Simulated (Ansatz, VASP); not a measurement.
**Nb in VASP and in Ansatz**

The input INCAR:

```
PREC = Accurate ; ENCUT = 520
EDIFF = 1E-6 ; ISMEAR = -1
SIGMA = 0.1 ; LREAL = F
LASPH = T ; NELM = 60
ALGO = Normal ; ISIF = 2
LWAVE = F ; LCHARG = T
GGA = PS ; LELF = T
LVHAR = T ; NBANDS = 12
```

Contents of KPOINTS:

```
regular mesh
0
Gamma
  16 16 16
```

POSCAR

```
Nb
1.0
   -1.3156486580      1.3156486580      1.3156486580
    1.3156486580     -1.3156486580      1.3156486580
    1.3156486580      1.3156486580     -1.3156486580
Nb
1
Direct
    0.0000000000      0.0000000000      0.0000000000
```

Input for Ansatz:

```yaml
crystal:
  lattice:
    - [-1.315648658, 1.315648658, 1.315648658]
    - [1.315648658, -1.315648658, 1.315648658]
    - [1.315648658, 1.315648658, -1.315648658]
  atoms:
    - { symbol: Nb, position: [0.0, 0.0, 0.0] }
kpoints:
  mp_grid: { grid: [16, 16, 16] }
scf:
  occupations: { method: fermi_dirac, width: 0.1 }
hamiltonian:
  xc: pbesol
  pseudopotentials: { kind: all_electron, lapw: { basis_error: 0.001 } }
output:
  forces: true
  stress: true
  eigenvalues: true
  populations: true
```

Change from the starting cell: volume scaled by 0.52, LAPW.

Alike in both runs: task single point; functional PBEsol; k mesh 16 × 16 × 16; occupations fermi-dirac, width 0.1 eV; no spin polarisation.

```csv
,VASP,Ansatz
version,VASP 6.6.1,Ansatz 0.2.0
potentials or method,"VASP PAW PBE potentials, release 64 (Nb_sv), cutoff 520 eV","all-electron LAPW, scalar-relativistic"
```

|  | VASP | Ansatz | Ansatz less VASP |
| --- | --- | --- | --- |
| pressure (GPa) | 405.8 | 403.5 | -2.28 |

VASP's potentials were made for PBE, not for PBEsol. Both programs put the cell under a high pressure, so it lies far from rest at this level. Ansatz ran all-electron here, and VASP with PAW potentials.

Noted on VASP's run: the cell as given lies far from equilibrium.
